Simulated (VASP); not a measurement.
# CaHfO (P-6m2) in VASP: a series of runs, part 2 of 2

VASP 6.6.1. The steps go on from the part before.

## 4. Relaxation of cell and atoms, PBE

Contents of INCAR:

```
SYSTEM = CaHfO
PREC = Accurate
ENCUT = 600
EDIFF = 1E-6
ISMEAR = 0
SIGMA = 0.1
LREAL = .False.
LASPH = .True.
NELM = 60
ALGO = Fast
ISIF = 3
LWAVE = .False.
LCHARG = .False.
GGA = PE
IBRION = 2
NSW = 100
EDIFFG = -0.01
```

Contents of KPOINTS:

```
regular mesh
0
Gamma
  12 12 8
  0 0 0
```

Contents of POSCAR:

```
CaHfO
1.0
    3.6018915604      0.0000000000      0.0000000000
   -1.8009457802      3.1193295930      0.0000000000
    0.0000000000      0.0000000000      6.2246334168
Ca Hf O
1 1 1
Direct
    0.0000000000      0.0000000000      0.5000000000
    0.6666666667      0.3333333333      0.0000000000
    0.3333333333      0.6666666667      0.5000000000
```

Potentials or basis: VASP PAW PBE potentials, release 64 (Ca_sv, Hf_pv, O).

Command:

```sh
cat potpaw_PBE.64/Ca_sv/POTCAR potpaw_PBE.64/Hf_pv/POTCAR potpaw_PBE.64/O/POTCAR > POTCAR
mpirun -np 1 vasp_std > vasp.out
```

OUTCAR:

```text
SYSTEM = CaHfO
   PREC = Accurate
   ENCUT = 600
   EDIFF = 1E-6
   ISMEAR = 0
   LREAL = .False.
   LASPH = .True.
   NELM = 60
   ISIF = 3
   GGA = PE
   IBRION = 2
   NSW = 100
   EDIFFG = -0.01

 ion  position               nearest neighbor table
   1  0.000  0.000  0.500-   3 2.08   3 2.08   3 2.08
   2  0.667  0.333  0.000-
   3  0.333  0.667  0.500-   1 2.08   1 2.08   1 2.08

  LATTYP: Found a hexagonal cell.
 ALAT       =     3.6018915604
 C/A-ratio  =     1.7281568066

  Lattice vectors:

 A1 = (   3.6018915604,   0.0000000000,   0.0000000000)
 A2 = (  -1.8009457802,   3.1193295930,   0.0000000000)
 A3 = (   0.0000000000,   0.0000000000,   6.2246334168)

Analysis of symmetry for initial positions (statically):
=====================================================================
 Subroutine PRICEL returns:
 Original cell was already a primitive cell.

 Routine SETGRP: Setting up the symmetry group for a
 hexagonal supercell.

 Subroutine GETGRP returns: Found 12 space group operations
 (whereof 12 operations were pure point group operations)
 out of a pool of 24 trial point group operations.

The static configuration has the point symmetry D_3h.

Analysis of symmetry for dynamics (positions and initial velocities):
=====================================================================
 Subroutine PRICEL returns:
 Original cell was already a primitive cell.

 Routine SETGRP: Setting up the symmetry group for a
 hexagonal supercell.

 Subroutine GETGRP returns: Found 12 space group operations
 (whereof 12 operations were pure point group operations)
 out of a pool of 24 trial point group operations.

The dynamic configuration has the point symmetry D_3h.

 Subroutine INISYM returns: Found 12 space group operations
[... 124 lines left out ...]
   GGA     = PE    functional components
   LHFCALC =     F    Hartree Fock is set to
   AEXX    =    0.0000 exact exchange contribution
   IVDW    =     0    specifies the selected vdW correction
   LEPSILON=     F    determine dielectric tensor
   LRPA    =     F    only Hartree local field effects (RPA)
 conjugate gradient relaxation of ions
 non-spin polarized calculation
 RMM-DIIS sequential band-by-band and
 Gauss-broadening in eV      SIGMA  =   0.10
  energy-cutoff  :      600.00
  volume of cell :       69.94
 maximum number of plane-waves:      2367
 NGX is ok and might be reduce to    30
   NGX = 15   NGY = 15   NGZ = 25

--------------------------------------- Ionic step        1  -------------------------------------------

 number of electron      25.9999997 magnetization

 Free energy of the ion-electron system (eV)
  ---------------------------------------------------
  ext. energy  EPLUGINS =         0.00000000
  ---------------------------------------------------
  free energy    TOTEN  =       -18.47702366 eV

  energy without entropy =      -18.45949982  energy(sigma->0) =      -18.46826174

------------------------ aborting loop because EDIFF is reached ----------------------------------------

  FORCE on cell =-STRESS in cart. coord.  units (eV):
  Direction    XX          YY          ZZ          XY          YZ          ZX
  --------------------------------------------------------------------------------------
  -------------------------------------------------------------------------------------
  Total        0.0401470      0.0401470      0.2591365      0.0000000      0.0000000      0.0000000
  in kB        0.9197243      0.9197243      5.9365424      0.0000000      0.0000000      0.0000000
  external PRESSURE =       2.5919970 kB  Pullay stress =       0.0000000 kB
[... 283 lines left out ...]
--------------------------------------- Ionic step        9  -------------------------------------------

 number of electron      25.9999999 magnetization

 Free energy of the ion-electron system (eV)
  ---------------------------------------------------
  ext. energy  EPLUGINS =         0.00000000
  ---------------------------------------------------
  free energy    TOTEN  =       -18.47932246 eV

  energy without entropy =      -18.46111862  energy(sigma->0) =      -18.47022054

 E-fermi :   2.3454     XC(G=0):  -9.2558

 val. band max:        2.3446816095   @ k =   0.4167   0.0833   0.0000
 cond. band min:       2.3462421069   @ k =   0.3333   0.3333   0.5000
 fundamental gap:      0.0015604974
 Fermi energy:         2.3453606722

 k-point     1 :       0.0000    0.0000    0.0000
  band No.  band energies     occupation
      1     -36.0054      2.00000
      2     -29.9576      2.00000
      3     -29.5130      2.00000
      4     -29.5130      2.00000
      5     -17.2633      2.00000
      6     -17.0030      2.00000
[... 457 lines left out ...]
      4     -29.5403      2.00000
      5     -18.0808      2.00000
      6     -17.2173      2.00000
[... 9 lines left out ...]
     16       4.0827      0.00000
     17       5.4999      0.00000

 [... further k-points ...]

------------------------ aborting loop because EDIFF is reached ----------------------------------------

  FORCE on cell =-STRESS in cart. coord.  units (eV):
  Direction    XX          YY          ZZ          XY          YZ          ZX
  --------------------------------------------------------------------------------------
  -------------------------------------------------------------------------------------
  Total        0.0266875      0.0266875      0.0017867      0.0000000      0.0000000      0.0000000
  in kB        0.6017935      0.6017935      0.0402888      0.0000000      0.0000000      0.0000000
  external PRESSURE =       0.4146253 kB  Pullay stress =       0.0000000 kB
[... 18 lines left out ...]
  FREE ENERGIE OF THE ION-ELECTRON SYSTEM (eV)
  ---------------------------------------------------
  free  energy   TOTEN  =       -18.4793224587 eV

  energy  without entropy=      -18.4611186158  energy(sigma->0) =      -18.47022054

 reached required accuracy - stopping structural energy minimisation
```

OSZICAR:

```text
N       E                     dE             d eps       ncg     rms          rms(c)
DAV:   1     0.200032966961E+03    0.20003E+03   -0.15296E+04  3230   0.161E+03
DAV:   2    -0.124411236437E+02   -0.21247E+03   -0.21032E+03  4108   0.392E+02
DAV:   3    -0.246369593813E+02   -0.12196E+02   -0.12099E+02  5278   0.795E+01
[... 96 lines left out ...]
RMM:   3    -0.184793469027E+02    0.10564E-03   -0.23251E-04  3413   0.117E-01    0.415E-02
RMM:   4    -0.184793260047E+02    0.20898E-04   -0.10690E-04  3652   0.730E-02    0.193E-02
RMM:   5    -0.184793229141E+02    0.30906E-05   -0.26290E-05  3958   0.357E-02    0.816E-03
RMM:   6    -0.184793225025E+02    0.41158E-06   -0.10087E-05  3384   0.208E-02    0.460E-03
RMM:   7    -0.184793224587E+02    0.43895E-07   -0.36973E-06  2731   0.111E-02
   9 F= -.18479322E+02 E0= -.18470221E+02  d E =-.285723E-04
```

It took 11 min on 1 thread of Oxide Virtual Turin-like, shared host; peak memory 0.32 GiB.

Results:

```
Free energy                           : -18.4793 eV
Relaxed volume                        : 23.68 Å³/atom
Relaxed cell                          : a = 3.598 Å, b = 3.598 Å, c = 6.337 Å, α = 90.00°, β = 90.00°, γ = 120.00°
Space group after relaxing (to 0.1 Å) : P-6m2 (No. 187)
Energy gained by relaxing             : 0.8 meV/atom
Ionic steps                           : 9
Pressure after relaxing               : 0.0 GPa
Band gap on the k mesh                : zero (bands 13 and 14 overlap by 0.35 eV)
```

Step by step:
| step | energy change (eV) | largest force (eV/Å) | pressure (GPa) | volume (Å³) |
| --- | --- | --- | --- | --- |
| 1 | 0.0000 | 0.0000 | 0.26 | 69.94 |
| 2 | -0.0009 | 0.0000 | 0.06 | 70.32 |
| 3 | -0.0015 | 0.0000 | -0.22 | 70.88 |
| 4 | -0.0021 | 0.0000 | -0.09 | 70.91 |
| 5 | -0.0023 | 0.0000 | 0.03 | 70.94 |
| 6 | -0.0023 | 0.0000 | 0.08 | 70.94 |
| 7 | -0.0023 | 0.0000 | 0.08 | 70.95 |
| 8 | -0.0023 | 0.0000 | 0.09 | 70.95 |
| 9 | -0.0023 | 0.0000 | 0.04 | 71.05 |

Final structure:
```yaml
crystal:
  lattice:
    - [3.59816, 0.00000, 0.00000]
    - [-1.79908, 3.11610, 0.00000]
    - [0.00000, 0.00000, 6.33694]
  atoms:
    - { symbol: Ca, position: [0.00000, 0.00000, 0.50000] }
    - { symbol: Hf, position: [0.66667, 0.33333, 0.00000] }
    - { symbol: O, position: [0.33333, 0.66667, 0.50000] }
```

Levels at points of the mesh, in eV from the Fermi level:
```tsv
k point	band 9	band 10	band 11	band 12	band 13	band 14	band 15	band 16	band 17
(0.00, 0.00, 0.00)	-4.70	-2.92	-2.92	-2.83	-0.31	0.98	0.98	2.11	2.22
(0.50, 0.00, 0.00)	-3.13	-2.98	-1.81	-1.76	-0.05	0.35	0.60	1.57	3.37
(0.00, 0.00, 0.50)	-4.86	-2.93	-2.93	-2.12	-0.27	0.72	0.96	0.96	2.26
(0.50, 0.00, 0.50)	-3.11	-2.97	-1.82	-1.60	-0.66	0.40	1.10	1.73	3.13
```

Caveat: spin-orbit coupling is left out, which moves the levels of the heavy elements.

## 5. The runs side by side

| task | cell | k mesh | cutoff (eV) | gap on the mesh (eV) | pressure (GPa) |
| --- | --- | --- | --- | --- | --- |
| single point | a = 3.602, b = 3.602, c = 6.225 Å, angles 90.0, 90.0, 120.0°, 3 atoms | 6 × 6 × 6 | 520 | none | 0.3 |
| single point | a = 3.591, b = 3.591, c = 6.374 Å, angles 90.0, 90.0, 120.0°, 3 atoms | 12 × 12 × 8 | 520 | none | 0.3 |
| relaxation of cell and atoms | relaxed from a = 3.602, b = 3.602, c = 6.225 Å, angles 90.0, 90.0, 120.0°, 3 atoms | 12 × 12 × 8 | 600 | none | 0.0 |

Alike in all rows: level PBE; potentials or basis VASP PAW PBE potentials, release 64 (Ca_sv, Hf_pv, O); no spin polarisation; smearing gaussian 0.1 eV.

Caveats: spin-orbit coupling is left out, which moves the levels of the heavy elements.

Absolute energies hang on the potentials; compare differences alone.

The gap in the log of VASP goes by the Fermi energy; the results here count the filled bands.